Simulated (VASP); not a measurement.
## BiTe: single point with PBE

Crystal: BiTe.

```xyz
2
Lattice="0.0000 3.2350 3.2350 3.2350 0.0000 3.2350 3.2350 3.2350 0.0000" Properties=species:S:1:pos:R:3 pbc="T T T"
Bi    0.0000    0.0000    0.0000
Te    3.2350    3.2350    3.2350
```

```
Program                : VASP 6.6.1
Task                   : single point
Functional             : PBE
Potentials or basis    : VASP PAW PBE potentials, release 64 (Bi_d, Te)
Cutoff                 : 520 eV
k mesh                 : 10 × 10 × 10
Occupations            : fermi-dirac, width 0.03 eV
Spin                   : non-collinear spin, zero start, spin-orbit coupling
Starting moments       : [[0.0, 0.0, 0.0], [0.0, 0.0, 0.0]] μB
Dipole correction      : no
Further INCAR settings : ALGO = Normal; EDIFF = 1e-06; NBANDS = 33
```

```yaml
Pressure: 2.0 GPa
Net_moment: 0.00 μB per cell
Valence_electrons_inside_the_program's_atomic_spheres: Bi 12.70; Te 3.34
```

Moments on the atoms (μB; x, y, z):
```
Bi  0.00 0.00 0.00
Te  0.00 0.00 0.00
```

Wall time 4.7 min on 1 thread of Intel Xeon 8259CL, with other jobs on the host, peak memory 0.48 GiB.
